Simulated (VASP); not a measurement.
Here is a VASP 6.6.1 calculation.

Contents of INCAR:

```
PREC = Accurate
ENCUT = 520
EDIFF = 1E-6
ISMEAR = 0
SIGMA = 0.2
LREAL = Auto
LASPH = T
NELM = 80
ALGO = Normal
ISIF = 2
LWAVE = F
LCHARG = T
LELF = T
LVHAR = T
NBANDS = 80
```

File KPOINTS:

```
regular mesh
0
Gamma
  12 12 12
```

POSCAR

```
Ta8N9
1.0
    0.0000000000      4.4409997391      4.4409997391
    4.4409997391      0.0000000000      4.4409997391
    4.4409997391      4.4409997391      0.0000000000
Ta N
8 9
Direct
    0.0002907904      0.0002907904      0.0002907904
    0.0002907904      0.0002907904      0.4991276289
    0.0002907904      0.4991276289      0.0002907904
   -0.0214588816      0.5071529605      0.5071529605
    0.4991276289      0.0002907904      0.0002907904
    0.5071529605     -0.0214588816      0.5071529605
    0.5071529605      0.5071529605     -0.0214588816
    0.5071529605      0.5071529605      0.5071529605
    0.2705861261      0.2705861261      0.2705861261
    0.2705861261      0.2705861261      0.6882416218
    0.2705861261      0.6882416218      0.2705861261
    0.2226282936      0.7591239021      0.7591239021
    0.6882416218      0.2705861261      0.2705861261
    0.7591239021      0.2226282936      0.7591239021
    0.7591239021      0.7591239021      0.2226282936
    0.7591239021      0.7591239021      0.7591239021
    0.1250000000      0.1250000000      0.1250000000
```

Potentials or basis: VASP PAW LDA potentials, release 64 (Ta_pv, N).

The run is started by

```bash
$ cat potpaw_LDA.64/Ta_pv/POTCAR potpaw_LDA.64/N/POTCAR > POTCAR
$ mpirun -np 1 vasp_std > vasp.out
```

**Question.** Predict the band gap on the k mesh.

**Answer.** Zero (an odd number of electrons rules out a gap without spin polarisation).

**Question.** What does it give for the pressure?

**Answer.** 2.0 GPa.

**Question.** Predict the largest force.

**Answer.** 0.076 eV/Å.

Forces on the atoms (eV/Å):
```
Ta  -0.044 -0.044 -0.044
Ta   0.044  0.044 -0.044
Ta   0.044 -0.044  0.044
Ta   0.025 -0.025 -0.025
Ta  -0.044  0.044  0.044
Ta  -0.025  0.025 -0.025
Ta  -0.025 -0.025  0.025
Ta   0.025  0.025  0.025
N   -0.020 -0.020 -0.020
N    0.020  0.020 -0.020
N    0.020 -0.020  0.020
N   -0.016  0.016  0.016
N   -0.020  0.020  0.020
N    0.016 -0.016  0.016
N    0.016  0.016 -0.016
N   -0.016 -0.016 -0.016
N    0.000  0.000  0.000
```

Caveat: spin-orbit coupling is left out, which moves the levels of the heavy elements.
